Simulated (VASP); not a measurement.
# Al2Ru (I4/mmm) in VASP: further runs

Runs on Al2Ru. Level: PBEsol. Tasks: single point.

Everything below comes from runs of VASP 6.6.1. Logs are shortened: lines on timing, memory, paths and dates and some standing lists are left out, and cuts for length are marked.

## Step 1: The cell of the first run

The structure is tetragonal, space group I4/mmm (No. 139). The conventional cell has a = 3.028 Å, b = 3.028 Å, c = 8.423 Å, α = 90.00°, β = 90.00°, γ = 90.00°. Within 3.3 Å of Al (site symmetry 4mm) lie 5 Ru at 2.53 to 2.87 Å and 9 Al at 2.63 to 3.03 Å. Ru (site symmetry 4/mmm) has 10 Al at 2.53 to 2.87 Å and 4 Ru at 3.03 Å within 3.3 Å.

## Step 2: Single point, PBEsol (strain -0.030 along x and y, +0.000 along z)

File INCAR:

```
SYSTEM = Al2Ru
PREC = Accurate
ENCUT = 520
EDIFF = 1E-7
ISMEAR = 0
SIGMA = 0.15
LREAL = .FALSE.
LASPH = .TRUE.
NELM = 80
ALGO = Fast
ISIF = 2
LWAVE = .FALSE.
LCHARG = .FALSE.
GGA = PS
NBANDS = 17
```

File KPOINTS:

```
Automatic mesh
0
G
  22 22 22
  0 0 0
```

File POSCAR:

```
Al2Ru
1.0
   -1.5138585155      1.5138585155      4.2115520738
    1.5138585155     -1.5138585155      4.2115520738
    1.5138585155      1.5138585155     -4.2115520738
Al Ru
2 1
Direct
    0.6590760825      0.6590760825      0.0000000000
    0.3409239175      0.3409239175      0.0000000000
    0.0000000000      0.0000000000      0.0000000000
```

Potentials or basis: VASP PAW PBE potentials, release 64 (Al, Ru_pv).

Launch:

```sh
cat potpaw_PBE.64/Al/POTCAR potpaw_PBE.64/Ru_pv/POTCAR > POTCAR
mpirun -np 1 vasp_std > vasp.out
```

OUTCAR:

```text
SYSTEM = Al2Ru
   PREC = Accurate
   ENCUT = 520
   EDIFF = 1E-7
   ISMEAR = 0
   LREAL = .FALSE.
   LASPH = .TRUE.
   NELM = 80
   ISIF = 2
   GGA = PS

 ion  position               nearest neighbor table
   1  0.659  0.659  0.000-   3 2.53   3 2.53   3 2.53   3 2.53   2 2.63   2 2.63   2 2.63   2 2.63
                             2 2.68   3 2.87
   2  0.341  0.341  0.000-   3 2.53   3 2.53   3 2.53   3 2.53   1 2.63   1 2.63   1 2.63   1 2.63
                             1 2.68   3 2.87
   3  0.000  0.000  0.000-   1 2.53   2 2.53   1 2.53   2 2.53   1 2.53   2 2.53   2 2.53   1 2.53
                             1 2.87   2 2.87

  LATTYP: Found a body centered tetragonal cell.
 ALAT       =     3.0277170310
 C/A-ratio  =     2.7819984699

  Lattice vectors:

 A1 = (  -1.5138585155,   1.5138585155,   4.2115520738)
 A2 = (   1.5138585155,  -1.5138585155,   4.2115520738)
 A3 = (   1.5138585155,   1.5138585155,  -4.2115520738)

Analysis of symmetry for initial positions (statically):
=====================================================================
 Subroutine PRICEL returns:
 Original cell was already a primitive cell.

 Routine SETGRP: Setting up the symmetry group for a
 body centered tetragonal supercell.

 Subroutine GETGRP returns: Found 16 space group operations
 (whereof 16 operations were pure point group operations)
 out of a pool of 16 trial point group operations.

The static configuration has the point symmetry D_4h.

Analysis of symmetry for dynamics (positions and initial velocities):
=====================================================================
 Subroutine PRICEL returns:
 Original cell was already a primitive cell.

 Routine SETGRP: Setting up the symmetry group for a
 body centered tetragonal supercell.

 Subroutine GETGRP returns: Found 16 space group operations
 (whereof 16 operations were pure point group operations)
 out of a pool of 16 trial point group operations.

The dynamic configuration has the point symmetry D_4h.

 Subroutine INISYM returns: Found 16 space group operations
 (whereof 16 operations are pure point group operations),
 and found     1 'primitive' translations

----------------------------------------------------------------------------------------

                                     Primitive cell

  volume of cell :      38.6076

  direct lattice vectors                    reciprocal lattice vectors
    -1.513858515  1.513858515  4.211552074     0.000000000  0.330281856  0.118721077
     1.513858515 -1.513858515  4.211552074     0.330281856  0.000000000  0.118721077
     1.513858515  1.513858515 -4.211552074     0.330281856  0.330281856  0.000000000

  length of vectors
     4.724479451  4.724479451  4.724479451     0.350971222  0.350971222  0.467089080

  position of ions in fractional coordinates (direct lattice)
     0.659076083  0.659076083  0.000000000
     0.340923917  0.340923917  0.000000000
     0.000000000  0.000000000  0.000000000

  ion indices of the primitive-cell ions
   primitive index   ion index
                 1           1
                 2           2
                 3           3

----------------------------------------------------------------------------------------

 KPOINTS: Automatic mesh

Automatic generation of k-mesh.
 Grid dimensions read from file:
 generate k-points for:   22   22   22

 Generating k-lattice:

  Cartesian coordinates                     Fractional coordinates (reciprocal lattice)
     0.000000000  0.015012812  0.005396413     0.045454545  0.000000000  0.000000000
     0.015012812  0.000000000  0.005396413     0.000000000  0.045454545  0.000000000
     0.015012812  0.015012812  0.000000000     0.000000000  0.000000000  0.045454545

  Length of vectors
     0.015953237  0.015953237  0.021231322

  Shift w.r.t. Gamma in fractional coordinates (k-lattice)
     0.000000000  0.000000000  0.000000000

 Subroutine IBZKPT returns following result:
 ===========================================

 Found    834 irreducible k-points:

 Following reciprocal coordinates:
            Coordinates               Weight
  0.000000  0.000000  0.000000      1.000000
  0.045455  0.000000  0.000000      8.000000
  0.090909  0.000000  0.000000      8.000000
  0.136364  0.000000  0.000000      8.000000
  0.181818  0.000000  0.000000      8.000000
  0.227273  0.000000  0.000000      8.000000
[... 16 lines left out ...]
  0.500000  0.045455 -0.000000     16.000000
 -0.454545  0.045455  0.000000     16.000000
 [... further k-points ...]
   k-points           NKPTS =    834   k-points in BZ     NKDIM =    834   number of bands    NBANDS=     17
   number of dos      NEDOS =    301   number of ions     NIONS =      3
   total plane-waves  NPLWV =  46656
   dimension x,y,z NGX =    36 NGY =   36 NGZ =   36
   dimension x,y,z NGXF=    72 NGYF=   72 NGZF=   72
   ions per type =               2   1
   NGX,Y,Z   is equivalent  to a cutoff of  12.67, 12.67, 12.67 a.u.
   NGXF,Y,Z  is equivalent  to a cutoff of  25.34, 25.34, 25.34 a.u.
 SYSTEM =  Al2Ru
   PREC   = accura    normal or accurate (medium, high low for compatibility)
   ISTART =      0    job   : 0-new  1-cont  2-samecut
   ICHARG =      2    charge: 1-file 2-atom 10-const
   ISPIN  =      1    spin polarized calculation?
   LNONCOLLINEAR =      F non collinear calculations
   LSORBIT =      F    spin-orbit coupling
   LASPH  =      T    aspherical Exc in radial PAW
   ENCUT  =  520.0 eV  38.22 Ry    6.18 a.u.   8.78  8.78  8.78*2*pi/ulx,y,z
   NELM   =     80;   NELMIN=  2; NELMDL= -5     # of ELM steps
   EDIFF  = 0.1E-06   stopping-criterion for ELM
   LREAL  =      F    real-space projection
   EDIFFG = 0.1E-05   stopping-criterion for IOM
   NSW    =      0    number of steps for IOM
   IBRION =     -1    ionic relax: 0-MD 1-quasi-New 2-CG
   NFREE  =      0    steps in history (QN), initial steepest desc. (CG)
   ISIF   =      2    stress and relaxation
   ISYM   =      2    0-nonsym 1-usesym 2-fastsym
   POTIM  = 0.5000    time-step for ionic-motion
   TEBEG  =    0.0;   TEEND  =   0.0 temperature during run
   PSTRESS=    0.0 pullay stress
   NELECT =      20.0000    total number of electrons
   NUPDOWN=      -1.0000    fix difference up-down
   EMIN   =  10.00;   EMAX   =-10.00  energy-range for DOS
   EFERMI =   0.00;   METHOD = LEGACY
   ISMEAR =     0;   SIGMA  =   0.15  broadening in eV -4-tet -1-fermi 0-gaus
   EFERMI_NEDOS =   21; number of points for ismear=-14 and -15
   IALGO  =     68    algorithm
   IMIX   =      4    mixing-type and parameters
     AMIX     =   0.40;   BMIX     =  1.00
     AMIX_MAG =   1.60;   BMIX_MAG =  1.00
  volume/ion in A,a.u.               =      12.87        86.85
  Fermi-wavevector in a.u.,A,eV,Ry     =   1.314803  2.484617 23.520474  1.728706
  Thomas-Fermi vector in A             =   2.445030
   LORBIT       =      0    0 simple, 1 ext, 2 COOP (PROOUT), +10 PAW based schemes
   GGA     = PS    functional components
   LHFCALC =     F    Hartree Fock is set to
   AEXX    =    0.0000 exact exchange contribution
   IVDW    =     0    specifies the selected vdW correction
   LEPSILON=     F    determine dielectric tensor
   LRPA    =     F    only Hartree local field effects (RPA)
 non-spin polarized calculation
 RMM-DIIS sequential band-by-band and
 Gauss-broadening in eV      SIGMA  =   0.15
  energy-cutoff  :      520.00
  volume of cell :       38.61
 maximum number of plane-waves:      1056
   NGX = 17   NGY = 17   NGZ = 17

 number of electron      19.9999998 magnetization

 Free energy of the ion-electron system (eV)
  ---------------------------------------------------
  ext. energy  EPLUGINS =         0.00000000
  ---------------------------------------------------
  free energy    TOTEN  =       -20.22069330 eV

  energy without entropy =      -20.21882160  energy(sigma->0) =      -20.21975745

 E-fermi :  11.4189     XC(G=0): -12.3196

 val. band max:       11.4134719413   @ k =  -0.2727   0.2273   0.0000
 cond. band min:      11.4492044781   @ k =  -0.2727   0.2727   0.0000
 fundamental gap:      0.0357325368
 Fermi energy:        11.4189068385

 k-point     1 :       0.0000    0.0000    0.0000
  band No.  band energies     occupation
      1     -31.1712      2.00000
      2     -31.1712      2.00000
      3     -31.1534      2.00000
      4       0.0354      2.00000
      5       5.5355      2.00000
      6       7.2214      2.00000
[... 9 lines left out ...]
     16      18.0563      0.00000
     17      19.7996      0.00000

 k-point     2 :       0.0455    0.0000    0.0000
  band No.  band energies     occupation
      1     -31.1751      2.00000
      2     -31.1709      2.00000
      3     -31.1530      2.00000
      4       0.0767      2.00000
      5       5.5571      2.00000
      6       7.2382      2.00000
[... 9 lines left out ...]
     16      18.3277      0.00000
     17      20.1517      0.00000

 k-point     3 :       0.0909    0.0000    0.0000
  band No.  band energies     occupation
      1     -31.1863      2.00000
      2     -31.1699      2.00000
      3     -31.1519      2.00000
      4       0.1999      2.00000
      5       5.6197      2.00000
      6       7.2862      2.00000
[... 9 lines left out ...]
     16      18.7353      0.00000
     17      20.9589      0.00000

 k-point     4 :       0.1364    0.0000    0.0000
  band No.  band energies     occupation
      1     -31.2041      2.00000
      2     -31.1684      2.00000
      3     -31.1502      2.00000
      4       0.4034      2.00000
      5       5.7154      2.00000
      6       7.3552      2.00000
[... 9 lines left out ...]
     16      19.2645      0.00000
     17      21.9371      0.00000
[... 343 lines left out ...]
      1     -31.3550      2.00000
      2     -31.1587      2.00000
      3     -31.1345      2.00000
      4       3.6725      2.00000
      5       4.9737      2.00000
      6       6.4628      2.00000
[... 9 lines left out ...]
     16      21.2273      0.00000
     17      21.7541      0.00000

 k-point    23 :       0.5000    0.0455   -0.0000
  band No.  band energies     occupation
      1     -31.3588      2.00000
      2     -31.1584      2.00000
      3     -31.1341      2.00000
      4       3.9826      2.00000
      5       4.6687      2.00000
      6       6.4841      2.00000
[... 9 lines left out ...]
     16      21.3823      0.00000
     17      21.5382      0.00000

 k-point    24 :      -0.4545    0.0455    0.0000
  band No.  band energies     occupation
      1     -31.3550      2.00000
      2     -31.1587      2.00000
      3     -31.1344      2.00000
      4       3.5837      2.00000
      5       5.0057      2.00000
      6       6.5883      2.00000
[... 9 lines left out ...]
     16      21.2672      0.00000
     17      21.8553      0.00000

 [... further k-points ...]

------------------------ aborting loop because EDIFF is reached ----------------------------------------

  FORCE on cell =-STRESS in cart. coord.  units (eV):
  Direction    XX          YY          ZZ          XY          YZ          ZX
  --------------------------------------------------------------------------------------
  -------------------------------------------------------------------------------------
  Total        3.6404306      3.6404306      1.9297258      0.0000000      0.0000000      0.0000000
  in kB      151.0743010    151.0743010     80.0817275      0.0000000      0.0000000      0.0000000
  external PRESSURE =     127.4101098 kB  Pullay stress =       0.0000000 kB

 VOLUME and BASIS-vectors are now :
 -----------------------------------------------------------------------------
  energy-cutoff  :      520.00
  volume of cell :       38.61
      direct lattice vectors                 reciprocal lattice vectors
    -1.513858515  1.513858515  4.211552074     0.000000000  0.330281856  0.118721077
     1.513858515 -1.513858515  4.211552074     0.330281856  0.000000000  0.118721077
     1.513858515  1.513858515 -4.211552074     0.330281856  0.330281856  0.000000000

 POSITION                                       TOTAL-FORCE (eV/Angst)
 -----------------------------------------------------------------------------------
      0.00000      0.00000      5.55147         0.000000      0.000000     -0.046136
      0.00000      0.00000      2.87164        -0.000000     -0.000000      0.046136
      0.00000      0.00000      0.00000        -0.000000     -0.000000     -0.000000
 -----------------------------------------------------------------------------------
    total drift:                                0.000000     -0.000000      0.000000

  FREE ENERGIE OF THE ION-ELECTRON SYSTEM (eV)
  ---------------------------------------------------
  free  energy   TOTEN  =       -20.2206932952 eV

  energy  without entropy=      -20.2188216045  energy(sigma->0) =      -20.21975745
```

It took 17 min on 1 thread of Intel Xeon Platinum 8259CL at 2.50GHz (Skylake/Cascade Lake), shared host; peak memory 0.64 GiB.

What came out:

| Item | Value |
| --- | --- |
| Free energy | -20.2207 eV |
| Pressure | 12.7 GPa |
| Largest force | 0.046 eV/Å |
| Band gap on the k mesh | zero (bands 10 and 11 overlap by 0.07 eV) |

Forces on the atoms (eV/Å):
```
Al   0.000  0.000 -0.046
Al   0.000  0.000  0.046
Ru   0.000  0.000  0.000
```

Stress tensor (GPa, compression positive):
```
15.11  0.00  0.00
 0.00 15.11  0.00
 0.00  0.00  8.01
```

Caveat: the cell differs from its parent crystal (strain -0.030 along x and y, +0.000 along z); the stress differs along the axes, from 8 to 15 GPa; the PAW data sets were made with another functional, which shifts forces and pressure a little.

(Part 1 of 2 ends here.)

The gap in the log of VASP goes by the Fermi energy; the results here count the filled bands.